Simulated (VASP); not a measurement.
# Cd (Fm-3m) in VASP: notebook

The runs below take Cd through single point, with BLYP.

All numbers are computed with VASP 6.6.1; they aren't measurements. Logs are shortened: lines on timing, memory, paths and dates and some standing lists are left out, and cuts for length are marked.

## 1. The cell of the first run

It takes space group Fm-3m (No. 225, cubic). Conventional cell: a = 4.533 Å, b = 4.533 Å, c = 4.533 Å, α = 90.00°, β = 90.00°, γ = 90.00°. Cd (site symmetry m-3m) has 12 Cd at 3.21 Å within 4.2 Å.

This isn't the form of Cd at room conditions, which is hcp.

## 2. Single point, BLYP (23.29 Å³/atom)

Input file INCAR:

```
AGGAC = 1.0
AGGAX = 1.0
ALDAC = 0.0
ALDAX = 1.0
ALGO = Normal
EDIFF = 1E-6
ENCUT = 520
GGA = B5
ISIF = 2
ISMEAR = -1
LASPH = T
LCHARG = F
LREAL = F
LWAVE = F
NBANDS = 12
NELM = 60
PREC = Accurate
SIGMA = 0.1
```

Input file KPOINTS:

```
k-points
0
Gamma
  13 13 13
```

Input file POSCAR:

```
Cd
1.0
    0.0000000000      2.2664976371      2.2664976371
    2.2664976371      0.0000000000      2.2664976371
    2.2664976371      2.2664976371      0.0000000000
Cd
1
Direct
    0.0000000000      0.0000000000      0.0000000000
```

Potentials or basis: VASP PAW PBE potentials, release 64 (Cd).

The run is started by

```sh
> cat potpaw_PBE.64/Cd/POTCAR > POTCAR
> mpirun -np 1 vasp_std > vasp.out
```

OUTCAR:

```text
EDIFF = 1E-6
   ENCUT = 520
   GGA = B5
   ISIF = 2
   ISMEAR = -1
   LASPH = T
   LREAL = F
   NELM = 60
   PREC = Accurate

 ion  position               nearest neighbor table
   1  0.000  0.000  0.000-

  LATTYP: Found a face centered cubic cell.
 ALAT       =     4.5329952742

  Lattice vectors:

 A1 = (   0.0000000000,   2.2664976371,   2.2664976371)
 A2 = (   2.2664976371,   0.0000000000,   2.2664976371)
 A3 = (   2.2664976371,   2.2664976371,   0.0000000000)

Analysis of symmetry for initial positions (statically):
=====================================================================
 Subroutine PRICEL returns:
 Original cell was already a primitive cell.

 Routine SETGRP: Setting up the symmetry group for a
 face centered cubic supercell.

 Subroutine GETGRP returns: Found 48 space group operations
 (whereof 48 operations were pure point group operations)
 out of a pool of 48 trial point group operations.

The static configuration has the point symmetry O_h .

Analysis of symmetry for dynamics (positions and initial velocities):
=====================================================================
 Subroutine PRICEL returns:
 Original cell was already a primitive cell.

 Routine SETGRP: Setting up the symmetry group for a
 face centered cubic supercell.

 Subroutine GETGRP returns: Found 48 space group operations
 (whereof 48 operations were pure point group operations)
 out of a pool of 48 trial point group operations.

The dynamic configuration has the point symmetry O_h .

 Subroutine INISYM returns: Found 48 space group operations
 (whereof 48 operations are pure point group operations),
 and found     1 'primitive' translations

----------------------------------------------------------------------------------------

                                     Primitive cell

  volume of cell :      23.2860

  direct lattice vectors                    reciprocal lattice vectors
     0.000000000  2.266497637  2.266497637    -0.220604686  0.220604686  0.220604686
     2.266497637  0.000000000  2.266497637     0.220604686 -0.220604686  0.220604686
     2.266497637  2.266497637  0.000000000     0.220604686  0.220604686 -0.220604686

  length of vectors
     3.205311697  3.205311697  3.205311697     0.382098525  0.382098525  0.382098525

  position of ions in fractional coordinates (direct lattice)
     0.000000000  0.000000000  0.000000000

  ion indices of the primitive-cell ions
   primitive index   ion index
                 1           1
[... 72 lines left out ...]
   EDIFF  = 0.1E-05   stopping-criterion for ELM
   LREAL  =      F    real-space projection
   EDIFFG = 0.1E-04   stopping-criterion for IOM
   NSW    =      0    number of steps for IOM
   IBRION =     -1    ionic relax: 0-MD 1-quasi-New 2-CG
   NFREE  =      0    steps in history (QN), initial steepest desc. (CG)
   ISIF   =      2    stress and relaxation
   ISYM   =      2    0-nonsym 1-usesym 2-fastsym
   POTIM  = 0.5000    time-step for ionic-motion
   TEBEG  =    0.0;   TEEND  =   0.0 temperature during run
   PSTRESS=    0.0 pullay stress
   NELECT =      12.0000    total number of electrons
   NUPDOWN=      -1.0000    fix difference up-down
   EMIN   =  10.00;   EMAX   =-10.00  energy-range for DOS
   EFERMI =   0.00;   METHOD = LEGACY
   ISMEAR =    -1;   SIGMA  =   0.10  broadening in eV -4-tet -1-fermi 0-gaus
   EFERMI_NEDOS =   21; number of points for ismear=-14 and -15
   IALGO  =     38    algorithm
   IMIX   =      4    mixing-type and parameters
     AMIX     =   0.40;   BMIX     =  1.00
     AMIX_MAG =   1.60;   BMIX_MAG =  1.00
  volume/ion in A,a.u.               =      23.29       157.14
  Fermi-wavevector in a.u.,A,eV,Ry     =   1.312512  2.480288 23.438593  1.722688
  Thomas-Fermi vector in A             =   2.442899
   LORBIT       =      0    0 simple, 1 ext, 2 COOP (PROOUT), +10 PAW based schemes
   GGA     = B5    functional components
   LHFCALC =     F    Hartree Fock is set to
   AEXX    =    0.0000 exact exchange contribution
   IVDW    =     0    specifies the selected vdW correction
   LEPSILON=     F    determine dielectric tensor
   LRPA    =     F    only Hartree local field effects (RPA)
 non-spin polarized calculation
  energy-cutoff  :      520.00
  volume of cell :       23.29
 maximum number of plane-waves:       638
   NGX = 11   NGY = 11   NGZ = 11

 number of electron      11.9999994 magnetization

 Free energy of the ion-electron system (eV)
  ---------------------------------------------------
  ext. energy  EPLUGINS =         0.00000000
  ---------------------------------------------------
  free energy    TOTEN  =        -0.09547020 eV

  energy without entropy =       -0.08362472  energy(sigma->0) =       -0.08954746

 E-fermi :   2.8478     XC(G=0): -10.0912

 val. band max:        2.7902887427   @ k =  -0.3846   0.3846   0.0769
 cond. band min:       2.9966516899   @ k =  -0.3846   0.4615   0.0769
 fundamental gap:      0.2063629473
 Fermi energy:         2.8477644607

 k-point     1 :       0.0000    0.0000    0.0000
  band No.  band energies     occupation
      1      -6.2130      2.00000
      2      -6.2130      2.00000
      3      -6.2130      2.00000
      4      -5.8203      2.00000
      5      -5.8203      2.00000
      6      -5.4297      2.00000
      7      16.8539      0.00000
      8      17.0393      0.00000
      9      17.0393      0.00000
     10      17.0393      0.00000
     11      20.5709      0.00000
     12      20.5709      0.00000
[... 331 lines left out ...]
 k-point    24 :       0.4615    0.1538    0.0000
  band No.  band energies     occupation
      1      -6.4906      2.00000
      2      -6.2211      2.00000
      3      -6.0446      2.00000
      4      -5.7815      2.00000
      5      -5.4830      2.00000
      6      -0.4300      2.00000
      7       4.1038      0.00001
      8      11.8735      0.00000
      9      12.6259      0.00000
     10      14.9189      0.00000
     11      21.6088      0.00000
     12      21.7020      0.00000

 [... further k-points ...]
[... 5 lines left out ...]
  --------------------------------------------------------------------------------------
  -------------------------------------------------------------------------------------
  Total        0.5869168      0.5869168      0.5869168      0.0000000      0.0000000      0.0000000
  in kB       40.3823256     40.3823256     40.3823256      0.0000000      0.0000000      0.0000000
  external PRESSURE =      40.3823256 kB  Pullay stress =       0.0000000 kB

 VOLUME and BASIS-vectors are now :
 -----------------------------------------------------------------------------
  energy-cutoff  :      520.00
  volume of cell :       23.29
      direct lattice vectors                 reciprocal lattice vectors
     0.000000000  2.266497637  2.266497637    -0.220604686  0.220604686  0.220604686
     2.266497637  0.000000000  2.266497637     0.220604686 -0.220604686  0.220604686
     2.266497637  2.266497637  0.000000000     0.220604686  0.220604686 -0.220604686

 POSITION                                       TOTAL-FORCE (eV/Angst)
 -----------------------------------------------------------------------------------
      0.00000      0.00000      0.00000         0.000000      0.000000      0.000000
 -----------------------------------------------------------------------------------
    total drift:                               -0.000000      0.000000     -0.000000

  FREE ENERGIE OF THE ION-ELECTRON SYSTEM (eV)
  ---------------------------------------------------
  free  energy   TOTEN  =        -0.0954701952 eV

  energy  without entropy=       -0.0836247161  energy(sigma->0) =       -0.08954746
```

OSZICAR:

```text
N       E                     dE             d eps       ncg     rms          rms(c)
DAV:   1     0.704655788242E+02    0.70466E+02   -0.69009E+03  2136   0.978E+02
DAV:   2     0.114737781361E+01   -0.69318E+02   -0.65900E+02  2164   0.235E+02
DAV:   3    -0.153049320339E+00   -0.13004E+01   -0.12999E+01  2436   0.360E+01
DAV:   4    -0.154830096021E+00   -0.17808E-02   -0.17807E-02  2284   0.131E+00
DAV:   5    -0.154834703448E+00   -0.46074E-05   -0.46071E-05  2408   0.665E-02    0.226E+00
DAV:   6    -0.992076688349E-01    0.55627E-01   -0.14431E-01  2412   0.475E+00    0.182E+00
DAV:   7    -0.957670691009E-01    0.34406E-02   -0.93763E-03  2348   0.956E-01    0.102E+00
DAV:   8    -0.954377569092E-01    0.32931E-03   -0.12385E-03  2140   0.437E-01    0.426E-02
DAV:   9    -0.954614386860E-01   -0.23682E-04   -0.13224E-05  2444   0.270E-02    0.113E-02
DAV:  10    -0.954702069205E-01   -0.87682E-05   -0.96336E-06  2128   0.272E-02    0.171E-03
DAV:  11    -0.954701951625E-01    0.11758E-07   -0.40619E-08  1424   0.193E-03
   1 F= -.95470195E-01 E0= -.89547456E-01  d E =-.118455E-01
```

stdout:

```text
POSCAR found type information on POSCAR Cd
 POSCAR found :  1 types and       1 ions
 scaLAPACK will be used
 -----------------------------------------------------------------------------
|                                                                             |
|                                                                             |
|     You enforced a specific xc type in the INCAR file but a different       |
|     I HOPE YOU KNOW WHAT YOU ARE DOING!                                     |
|                                                                             |
 -----------------------------------------------------------------------------

 LDA part: xc-table for (Slater(with rela. corr.)+VWN5), standard interpolation
 POSCAR, INCAR and KPOINTS ok, starting setup
 FFT: planning ... GRIDC
 FFT: planning ... GRID_SOFT
 FFT: planning ... GRID
 WAVECAR not read
 entering main loop
```

Wall time 31 s (1 thread of Intel Xeon 8259CL, shared host); peak memory 0.15 GiB.

Results:

| Item | Value |
| --- | --- |
| Free energy | -0.0955 eV |
| Pressure | 4.0 GPa |
| Band gap on the k mesh | zero (bands 6 and 7 overlap by 2.38 eV) |

Caveat: the cell stands under pressure; the PAW data sets were made with another functional, which shifts forces and pressure a little.

## 3. Single point, BLYP (24.34 Å³/atom)

This run uses another cell than the first one, of 24.34 Å³/atom.

Input file INCAR:

```
PREC = Accurate
ENCUT = 520
EDIFF = 1E-7
ISMEAR = -1
SIGMA = 0.1
LREAL = F
LASPH = T
NELM = 100
ALGO = Normal
ISIF = 2
LWAVE = F
LCHARG = F
GGA = B5
ALDAX = 1.0
AGGAX = 1.0
AGGAC = 1.0
ALDAC = 0.0
NBANDS = 12
```

Input file KPOINTS:

```
regular mesh
0
Gamma
  13 13 13
```

Input file POSCAR:

```
Cd
1.0
    0.0000000000      2.3003309481      2.3003309481
    2.3003309481      0.0000000000      2.3003309481
    2.3003309481      2.3003309481      0.0000000000
Cd
1
Direct
    0.0000000000      0.0000000000      0.0000000000
```

Potentials or basis: VASP PAW PBE potentials, release 64 (Cd).

The run is started by

```sh
> cat potpaw_PBE.64/Cd/POTCAR > POTCAR
> mpirun -np 1 vasp_std > vasp.out
```

Run time: 38 s. Hardware: 1 thread of Intel Xeon 8259CL, shared host; peak memory 0.15 GiB.

The run converged. Its results:

- Free energy: -0.1161 eV
- Pressure: 2.2 GPa
- Band gap on the k mesh: zero (bands 6 and 7 overlap by 2.37 eV)

Levels at points of the mesh, in eV from the Fermi level:
```tsv
k point	band 3	band 4	band 5	band 6	band 7	band 8	band 9	band 10
(0.00, 0.00, 0.00)	-8.94	-8.58	-8.58	-7.96	13.75	13.75	13.75	13.87
```

Caveat: the PAW data sets were made with another functional, which shifts forces and pressure a little.

The gap in the log of VASP goes by the Fermi energy; the results here count the filled bands.